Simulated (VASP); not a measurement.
# Y (P6_3/mmc) in VASP: notebook, part 3 of 3

VASP 6.6.1. Earlier steps stand in the parts before.

## (6) Single point, PBEsol (strain -0.050 along x and y, +0.025 along z)

Input file INCAR:

```
SYSTEM = Y
ALGO     = Fast           ! electronic algorithm
EDIFF    = 1E-7           ! SCF threshold, eV
ENCUT    = 520            ! plane-wave cutoff, eV
GGA      = PS             ! functional
ISIF     = 2              ! what is computed and relaxed
ISMEAR   = 0              ! smearing method
LASPH    = .True.         ! aspherical terms in the spheres
LCHARG   = .False.        ! write CHGCAR
LREAL    = .False.        ! projectors in reciprocal space
LWAVE    = .False.        ! write WAVECAR
NBANDS   = 18             ! bands
NELM     = 100            ! most SCF steps
PREC     = Accurate       ! precision mode
SIGMA    = 0.15           ! smearing width, eV
```

Input file KPOINTS:

```
k-points
0
Gamma
  18 18 8
  0 0 0
```

Input file POSCAR:

```
Y
1.0
    3.4689242752      0.0000000000      0.0000000000
   -1.7344621376      3.0041765462      0.0000000000
    0.0000000000      0.0000000000      5.8910850000
Y
2
Direct
    0.3333333333      0.6666666667      0.2500000000
    0.6666666667      0.3333333333      0.7500000000
```

Potentials or basis: VASP PAW PBE potentials, release 64 (Y_sv).

Command:

```
$ cat potpaw_PBE.64/Y_sv/POTCAR > POTCAR
$ mpirun -np 1 vasp_std > vasp.out
```

OUTCAR:

```text
SYSTEM = Y
   EDIFF = 1E-7
   ENCUT = 520
   GGA = PS
   ISIF = 2
   ISMEAR = 0
   LASPH = .True.
   LREAL = .False.
   NELM = 100
   PREC = Accurate

 ion  position               nearest neighbor table
   1  0.333  0.667  0.250-   2 3.56   2 3.56   2 3.56   2 3.56   2 3.56   2 3.56
   2  0.667  0.333  0.750-   1 3.56   1 3.56   1 3.56   1 3.56   1 3.56   1 3.56

  LATTYP: Found a hexagonal cell.
 ALAT       =     3.4689242752
 C/A-ratio  =     1.6982454884

  Lattice vectors:

 A1 = (   3.4689242752,   0.0000000000,   0.0000000000)
 A2 = (  -1.7344621376,   3.0041765462,   0.0000000000)
 A3 = (   0.0000000000,   0.0000000000,   5.8910850000)

Analysis of symmetry for initial positions (statically):
=====================================================================
 Subroutine PRICEL returns:
 Original cell was already a primitive cell.

 Routine SETGRP: Setting up the symmetry group for a
 hexagonal supercell.

 Subroutine GETGRP returns: Found 24 space group operations
 (whereof 12 operations were pure point group operations)
 out of a pool of 24 trial point group operations.

The static configuration has the point symmetry D_3d.
 The point group associated with its full space group is D_6h.

Analysis of symmetry for dynamics (positions and initial velocities):
=====================================================================
 Subroutine PRICEL returns:
 Original cell was already a primitive cell.

 Routine SETGRP: Setting up the symmetry group for a
 hexagonal supercell.

 Subroutine GETGRP returns: Found 24 space group operations
 (whereof 12 operations were pure point group operations)
 out of a pool of 24 trial point group operations.

The dynamic configuration has the point symmetry D_3d.
 The point group associated with its full space group is D_6h.

 Subroutine INISYM returns: Found 24 space group operations
 (whereof 12 operations are pure point group operations),
 and found     1 'primitive' translations

----------------------------------------------------------------------------------------

                                     Primitive cell

  volume of cell :      61.3925

  direct lattice vectors                    reciprocal lattice vectors
     3.468924275  0.000000000  0.000000000     0.288273805  0.166434959  0.000000000
    -1.734462138  3.004176546  0.000000000     0.000000000  0.332869918  0.000000000
     0.000000000  0.000000000  5.891085000     0.000000000  0.000000000  0.169748018

  length of vectors
     3.468924275  3.468924275  5.891085000     0.332869918  0.332869918  0.169748018

  position of ions in fractional coordinates (direct lattice)
     0.333333333  0.666666667  0.250000000
     0.666666667  0.333333333  0.750000000

  ion indices of the primitive-cell ions
   primitive index   ion index
                 1           1
                 2           2

----------------------------------------------------------------------------------------

 KPOINTS: k-points

Automatic generation of k-mesh.
 Grid dimensions read from file:
 generate k-points for:   18   18    8

 Generating k-lattice:

  Cartesian coordinates                     Fractional coordinates (reciprocal lattice)
     0.016015211  0.009246387  0.000000000     0.055555556  0.000000000  0.000000000
     0.000000000  0.018492773  0.000000000     0.000000000  0.055555556  0.000000000
     0.000000000  0.000000000  0.021218502     0.000000000  0.000000000  0.125000000

  Length of vectors
     0.018492773  0.018492773  0.021218502

  Shift w.r.t. Gamma in fractional coordinates (k-lattice)
     0.000000000  0.000000000  0.000000000

 Subroutine IBZKPT returns following result:
 ===========================================

 Found    185 irreducible k-points:

 Following reciprocal coordinates:
            Coordinates               Weight
  0.000000  0.000000  0.000000      1.000000
  0.055556  0.000000  0.000000      6.000000
  0.111111  0.000000  0.000000      6.000000
  0.166667 -0.000000  0.000000      6.000000
  0.222222  0.000000  0.000000      6.000000
  0.277778  0.000000  0.000000      6.000000
[... 16 lines left out ...]
  0.333333  0.111111  0.000000     12.000000
  0.388889  0.111111  0.000000     12.000000
 [... further k-points ...]
   k-points           NKPTS =    185   k-points in BZ     NKDIM =    185   number of bands    NBANDS=     18
   number of dos      NEDOS =    301   number of ions     NIONS =      2
   total plane-waves  NPLWV =  37632
   dimension x,y,z NGX =    28 NGY =   28 NGZ =   48
   dimension x,y,z NGXF=    56 NGYF=   56 NGZF=   96
   ions per type =               2
   NGX,Y,Z   is equivalent  to a cutoff of  13.42, 13.42, 13.55 a.u.
   NGXF,Y,Z  is equivalent  to a cutoff of  26.84, 26.84, 27.09 a.u.
 SYSTEM =  Y
   PREC   = accura    normal or accurate (medium, high low for compatibility)
   ISTART =      0    job   : 0-new  1-cont  2-samecut
   ICHARG =      2    charge: 1-file 2-atom 10-const
   ISPIN  =      1    spin polarized calculation?
   LNONCOLLINEAR =      F non collinear calculations
   LSORBIT =      F    spin-orbit coupling
   LASPH  =      T    aspherical Exc in radial PAW
   ENCUT  =  520.0 eV  38.22 Ry    6.18 a.u.   6.45  6.45 10.95*2*pi/ulx,y,z
   NELM   =    100;   NELMIN=  2; NELMDL= -5     # of ELM steps
   EDIFF  = 0.1E-06   stopping-criterion for ELM
   LREAL  =      F    real-space projection
   EDIFFG = 0.1E-05   stopping-criterion for IOM
   NSW    =      0    number of steps for IOM
   IBRION =     -1    ionic relax: 0-MD 1-quasi-New 2-CG
   NFREE  =      0    steps in history (QN), initial steepest desc. (CG)
   ISIF   =      2    stress and relaxation
   ISYM   =      2    0-nonsym 1-usesym 2-fastsym
   POTIM  = 0.5000    time-step for ionic-motion
   TEBEG  =    0.0;   TEEND  =   0.0 temperature during run
   PSTRESS=    0.0 pullay stress
   NELECT =      22.0000    total number of electrons
   NUPDOWN=      -1.0000    fix difference up-down
   EMIN   =  10.00;   EMAX   =-10.00  energy-range for DOS
   EFERMI =   0.00;   METHOD = LEGACY
   ISMEAR =     0;   SIGMA  =   0.15  broadening in eV -4-tet -1-fermi 0-gaus
   EFERMI_NEDOS =   21; number of points for ismear=-14 and -15
   IALGO  =     68    algorithm
   IMIX   =      4    mixing-type and parameters
     AMIX     =   0.40;   BMIX     =  1.00
     AMIX_MAG =   1.60;   BMIX_MAG =  1.00
  volume/ion in A,a.u.               =      30.70       207.15
  Fermi-wavevector in a.u.,A,eV,Ry     =   1.162815  2.197401 18.396957  1.352138
  Thomas-Fermi vector in A             =   2.299372
   LORBIT       =      0    0 simple, 1 ext, 2 COOP (PROOUT), +10 PAW based schemes
   GGA     = PS    functional components
   LHFCALC =     F    Hartree Fock is set to
   AEXX    =    0.0000 exact exchange contribution
   IVDW    =     0    specifies the selected vdW correction
   LEPSILON=     F    determine dielectric tensor
   LRPA    =     F    only Hartree local field effects (RPA)
 non-spin polarized calculation
 RMM-DIIS sequential band-by-band and
 Gauss-broadening in eV      SIGMA  =   0.15
  energy-cutoff  :      520.00
  volume of cell :       61.39
 maximum number of plane-waves:      1678
 NGX is ok and might be reduce to    28
   NGX = 13   NGY = 13   NGZ = 21

 number of electron      22.0000000 magnetization

 Free energy of the ion-electron system (eV)
  ---------------------------------------------------
  ext. energy  EPLUGINS =         0.00000000
  ---------------------------------------------------
  free energy    TOTEN  =       -13.60427528 eV

  energy without entropy =      -13.55767177  energy(sigma->0) =      -13.58097352

 E-fermi :   3.2426     XC(G=0):  -9.8000

 val. band max:        3.2400754845   @ k =   0.4444   0.1111   0.3750
 cond. band min:       3.2428788955   @ k =   0.3333   0.0556   0.5000
 fundamental gap:      0.0028034110
 Fermi energy:         3.2426409652

 k-point     1 :       0.0000    0.0000    0.0000
  band No.  band energies     occupation
      1     -39.2042      2.00000
      2     -39.1323      2.00000
      3     -19.5289      2.00000
      4     -18.9283      2.00000
      5     -18.9283      2.00000
      6     -18.8952      2.00000
[... 10 lines left out ...]
     17       6.6270      0.00000
     18       6.6270      0.00000
[... 463 lines left out ...]
 k-point    24 :       0.3889    0.1111    0.0000
  band No.  band energies     occupation
      1     -39.1140      2.00000
      2     -39.0905      2.00000
      3     -19.4967      2.00000
      4     -19.4047      2.00000
      5     -19.2270      2.00000
      6     -19.1302      2.00000
[... 10 lines left out ...]
     17       8.5631      0.00000
     18       8.5672      0.00000

 [... further k-points ...]

------------------------ aborting loop because EDIFF is reached ----------------------------------------

  FORCE on cell =-STRESS in cart. coord.  units (eV):
  Direction    XX          YY          ZZ          XY          YZ          ZX
  --------------------------------------------------------------------------------------
  -------------------------------------------------------------------------------------
  Total        0.8296171      0.8296171     -0.9601581      0.0000000      0.0000000      0.0000000
  in kB       21.6507395     21.6507395    -25.0575015      0.0000000      0.0000000      0.0000000
  external PRESSURE =       6.0813259 kB  Pullay stress =       0.0000000 kB

 VOLUME and BASIS-vectors are now :
 -----------------------------------------------------------------------------
  energy-cutoff  :      520.00
  volume of cell :       61.39
      direct lattice vectors                 reciprocal lattice vectors
     3.468924275  0.000000000  0.000000000     0.288273805  0.166434959  0.000000000
    -1.734462138  3.004176546  0.000000000     0.000000000  0.332869918  0.000000000
     0.000000000  0.000000000  5.891085000     0.000000000  0.000000000  0.169748018

 POSITION                                       TOTAL-FORCE (eV/Angst)
 -----------------------------------------------------------------------------------
     -0.00000      2.00278      1.47277        -0.000000      0.000000      0.000000
      1.73446      1.00139      4.41831         0.000000     -0.000000      0.000000
 -----------------------------------------------------------------------------------
    total drift:                                0.000000     -0.000000      0.000000

  FREE ENERGIE OF THE ION-ELECTRON SYSTEM (eV)
  ---------------------------------------------------
  free  energy   TOTEN  =       -13.6042752799 eV

  energy  without entropy=      -13.5576717698  energy(sigma->0) =      -13.58097352
```

Run time: 6.9 min. Hardware: 1 thread of Oxide Virtual Turin-like, shared host; peak memory 0.31 GiB.

Results:

```
Free energy            : -13.6043 eV
Pressure               : 0.6 GPa
Band gap on the k mesh : zero (bands 11 and 12 overlap by 0.99 eV)
```

Levels at points of the mesh, in eV from the Fermi level:
| k point | band 7 | band 8 | band 9 | band 10 | band 11 | band 12 | band 13 | band 14 | band 15 | band 16 |
| --- | --- | --- | --- | --- | --- | --- | --- | --- | --- | --- |
| (0.00, 0.00, 0.00) | -22.10 | -22.10 | -4.83 | -2.13 | 0.59 | 1.51 | 1.90 | 1.90 | 2.40 | 2.40 |
| (0.50, 0.00, 0.00) | -22.27 | -22.21 | -1.68 | -1.34 | -1.05 | 0.24 | 1.14 | 1.84 | 1.89 | 5.62 |
| (0.00, 0.00, 0.50) | -22.13 | -22.13 | -3.47 | -3.47 | 0.63 | 0.63 | 1.91 | 1.91 | 1.91 | 1.91 |
| (0.50, 0.00, 0.50) | -22.27 | -22.27 | -1.80 | -1.80 | -0.13 | -0.13 | 1.60 | 1.60 | 3.17 | 3.17 |

Caveat: the cell differs from its parent crystal (strain -0.050 along x and y, +0.025 along z); the PAW data sets were made with another functional, which shifts forces and pressure a little.

## (7) Overview

| cell | further INCAR settings | gap on the mesh (eV) | pressure (GPa) |
| --- | --- | --- | --- |
| a = 3.469, b = 3.469, c = 5.460 Å, angles 90.0, 90.0, 120.0°, 2 atoms | ALGO = Fast; EDIFF = 1e-06; NBANDS = 18 | none | 4.4 |
| a = 3.469, b = 3.469, c = 5.604 Å, angles 90.0, 90.0, 120.0°, 2 atoms | ALGO = Fast; EDIFF = 1e-06; NBANDS = 18 | none | 3.0 |
| a = 3.469, b = 3.469, c = 5.747 Å, angles 90.0, 90.0, 120.0°, 2 atoms | ALGO = Fast; EDIFF = 1e-06; NBANDS = 18 | none | 1.7 |
| a = 3.560, b = 3.560, c = 5.460 Å, angles 90.0, 90.0, 120.0°, 2 atoms | ALGO = Fast; EDIFF = 1e-06; NBANDS = 18 | none | 1.9 |
| a = 3.469, b = 3.469, c = 5.891 Å, angles 90.0, 90.0, 120.0°, 2 atoms | ALGO = Fast; EDIFF = 1e-07; NBANDS = 18 | none | 0.6 |

Alike in all rows: task single point; level PBEsol; potentials or basis VASP PAW PBE potentials, release 64 (Y_sv); no spin polarisation; k mesh 18 × 18 × 8; cutoff (eV) 520; smearing gaussian 0.15 eV.

Caveats: the PAW data sets were made with another functional, which shifts forces and pressure a little; the cell stands under pressure (at least some runs).

Absolute energies hang on the potentials; compare differences alone.
